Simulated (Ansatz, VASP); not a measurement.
**Pt: VASP beside Ansatz**

The input INCAR:

```
PREC     = Accurate       # precision mode
ENCUT    = 600            # plane-wave cutoff, eV
EDIFF    = 1E-7           # SCF threshold, eV
ISMEAR   = -1             # smearing method
SIGMA    = 0.05           # smearing width, eV
LREAL    = False          # projectors in reciprocal space
LASPH    = True           # aspherical terms in the spheres
NELM     = 100            # most SCF steps
ALGO     = Normal         # electronic algorithm
ISIF     = 3              # what is computed and relaxed
LWAVE    = False          # write WAVECAR
LCHARG   = False          # write CHGCAR
GGA      = PS             # functional
IBRION   = 2              # ionic algorithm
NSW      = 80             # ionic steps
EDIFFG   = -0.01          # ionic threshold
```

File KPOINTS:

```
regular mesh
0
Gamma
  13 13 13
```

POSCAR

```
Pt
1.0
    2.7439500000      0.0000000000      0.0000000000
   -0.9146499714      2.5870208798      0.0000000000
   -0.9146499714     -1.2935103791      2.2404258371
Pt
1
Direct
    0.0000000000      0.0000000000      0.0000000000
```

Input for Ansatz:

```yaml
crystal:
  lattice:
    - [2.74395, 0.0, 0.0]
    - [-0.9146499713514556, 2.587020879777892, 0.0]
    - [-0.9146499713514556, -1.293510379116207, 2.240425837095579]
  atoms:
    - { symbol: Pt, position: [0.0, 0.0, 0.0] }
basis:
  ecutwfc: 530.0
kpoints:
  mp_grid:
    grid: [13, 13, 13]
hamiltonian:
  xc: pbesol
  dispersion: none
scf:
  convergence:
    dr2_threshold: 1.0e-09
  occupations:
    method: fermi_dirac
    width: 0.05
relax:
  cell: {}
```

Alike in both runs: task relaxation of cell and atoms; functional PBEsol; k mesh 13 × 13 × 13; occupations fermi-dirac, width 0.05 eV; no spin polarisation.

|  | VASP | Ansatz |
| --- | --- | --- |
| version | VASP 6.6.1 | Ansatz 0.2.0 |
| potentials or method | VASP PAW PBE potentials, release 64 (Pt), cutoff 600 eV | plane waves, PAW |
| valence electrons in the cell | 10 | 18 |

Ansatz gave:

| Item | Value |
| --- | --- |
| relaxed volume (Å³/atom) | 15.20 |
| relaxed cell length with the largest relative difference (Å) | 2.703 |

Question: What did VASP give for the same quantities?

Answer: Relaxed volume (Å³/atom): 15.19; relaxed cell length with the largest relative difference (Å): 2.702.

VASP's potentials were made for PBE, not for PBEsol. VASP's potentials hold 10 valence electrons a cell and Ansatz's 18, so a difference there can come from the potentials and not from the codes. Ansatz's warnings: stress scf threshold loose.

Spin-orbit coupling is off throughout.
